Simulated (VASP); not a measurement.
Wanted: the native input for a VASP 6.6.1 run.

* Task: single point
* Functional: LDA
* Potentials or basis: VASP PAW LDA potentials, release 64 (Hf_pv, Si, O)
* Cutoff: 520 eV
* k mesh: 6 × 6 × 6
* Occupations: gaussian, width 0.01 eV
* Spin: no spin polarisation
* Dipole correction: no
* Further INCAR settings: ALGO = Normal; EDIFF = 1e-06; NBANDS = 50

The structure of HfSiO4 lies in POSCAR:

```
HfSiO4
1.0
   -3.2908246607      3.2908246607      2.9857636491
    3.2908246607     -3.2908246607      2.9857636491
    3.2908246607      3.2908246607     -2.9857636491
Hf Si O
2 2 8
Direct
    0.7500000000      0.2500000000      0.5000000000
    0.0000000000      0.0000000000      0.0000000000
    0.2500000000      0.7500000000      0.5000000000
    0.5000000000      0.5000000000      0.0000000000
    0.1352530585      0.3198799958      0.8153730627
    0.0698799958      0.7545069331      0.6846269373
    0.5045069331      0.3198799958      0.1846269373
    0.0698799958      0.3852530585      0.3153730627
    0.6147469415      0.9301200042      0.6846269373
    0.6801200042      0.8647469415      0.1846269373
    0.2454930669      0.9301200042      0.3153730627
    0.6801200042      0.4954930669      0.8153730627
```

These files were run (other wordings do the same):

INCAR

```
SYSTEM = HfSiO4
ALGO = Normal ; EDIFF = 1E-6
ENCUT = 520 ; ISIF = 2
ISMEAR = 0 ; LASPH = .True.
LCHARG = .False. ; LREAL = .False.
LWAVE = .False. ; NBANDS = 50
NELM = 100 ; PREC = Accurate
SIGMA = 0.01
```

KPOINTS

```
k-points
0
Gamma
  6 6 6
  0 0 0
```

Potentials or basis: VASP PAW LDA potentials, release 64 (Hf_pv, Si, O).

The run is started by

```console
$ cat potpaw_LDA.64/Hf_pv/POTCAR potpaw_LDA.64/Si/POTCAR potpaw_LDA.64/O/POTCAR > POTCAR
$ mpirun -np 1 vasp_std > vasp.out
```

Results of the run:

```json
{"Pressure": "-6.9 GPa", "Largest force": "0.488 eV/Å", "Band gap on the k mesh": "5.21 eV (least direct gap 5.57 eV)"}
```

Caveat: the cell stands under tension; spin-orbit coupling is left out, which moves the levels of the heavy elements.

It took 120 s on 1 thread of AMD EPYC 9R45 96-Core Processor (Zen 5), on a shared host, peak memory 0.28 GiB.
